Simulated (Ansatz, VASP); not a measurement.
## One calculation of MgSi3N2, two programs

Contents of INCAR:

```
SYSTEM = MgSi3N2
ALGO = Normal ; EDIFF = 1E-6
ENCUT = 520 ; GGA = PE
ISIF = 2 ; ISMEAR = 0
ISPIN = 2 ; LASPH = .TRUE.
LCHARG = .FALSE. ; LORBIT = 11
LREAL = .FALSE. ; LWAVE = .FALSE.
MAGMOM = 0 0 0 0 1 1 ; NBANDS = 25
NELM = 150 ; PREC = Accurate
SIGMA = 0.1
```

Contents of KPOINTS:

```
k-points
0
G
  6 6 6
  0 0 0
```

The input POSCAR:

```
MgSi3N2
1.0
    2.4364301200      1.4066735900      3.9402007400
   -2.4364301200      1.4066735900      3.9402007400
    0.0000000000     -2.8133471700      3.9402007400
Mg Si N
1 3 2
Direct
    0.0000000000      0.0000000000      0.0000000000
    0.0000000000      0.5000000000      0.0000000000
    0.5000000000      0.0000000000      0.0000000000
    0.0000000000      0.0000000000      0.5000000000
    0.6225940000      0.6225940000      0.6225940000
    0.3774060000      0.3774060000      0.3774060000
```

Input for Ansatz:

```yaml
crystal:
  lattice:
    - [2.43643012, 1.40667359, 3.94020074]
    - [-2.43643012, 1.40667359, 3.94020074]
    - [0.0, -2.81334717, 3.94020074]
  atoms:
    - { symbol: Mg, position: [0.0, 0.0, 0.0] }
    - { symbol: Si, position: [0.0, 0.5, 0.0] }
    - { symbol: Si, position: [0.5, 0.0, 0.0] }
    - { symbol: Si, position: [0.0, 0.0, 0.5] }
    - { symbol: "N", position: [0.622594, 0.622594, 0.622594], spin: 1.0 }
    - { symbol: "N", position: [0.377406, 0.377406, 0.377406], spin: 1.0 }
basis:
  ecutwfc: 420
kpoints:
  mp_grid: { grid: [6, 6, 6] }
hamiltonian:
  xc: pbe
scf:
  occupations: { method: gaussian, width: 0.1 }
  lower_state_search: "off"
output:
  forces: true
  stress: true
  eigenvalues: true
  populations: true
magnetization:
  spin_polarized: true
```

Change from the starting cell: species swapped into the Gd2AlFe3 type (R-3m, No. 166).

Alike in both runs: task single point; functional PBE; k mesh 6 × 6 × 6; occupations gaussian, width 0.1 eV; collinear spin.

|  | VASP | Ansatz |
| --- | --- | --- |
| version | VASP 6.6.1 | Ansatz 0.2.0 |
| potentials or method | VASP PAW PBE potentials, release 64 (Mg, Si, N), cutoff 520 eV | scalar-relativistic, plane waves, PAW |
| valence electrons in the cell | 24 | 32 |

VASP gave:

```
gap on the k mesh at the Fermi level (eV)                     : none
pressure (GPa)                                                : 6.3
traceless stress, the component that is largest in VASP (GPa) : 9.08
rms of the force components (eV/Å)                            : 0.143
net moment per atom (μB)                                      : 0.00
```

Problem. What did Ansatz give for the same quantities?

Solution. gap on the k mesh at the Fermi level (eV): none; pressure (GPa): 6.3; traceless stress, the component that is largest in VASP (GPa): 9.01; rms of the force components (eV/Å): 0.142; net moment per atom (μB): 0.00.

Atom by atom the forces differ by 0.001 eV/Å (rms over components). A gap of «none» marks a metal or a gap that the smearing closes. The functional is the same, so the differences come from potentials, cutoffs and numerics. VASP's potentials hold 24 valence electrons a cell and Ansatz's 32, so a difference there can come from the potentials and not from the codes. Ansatz's warnings: seeded moment not kept.
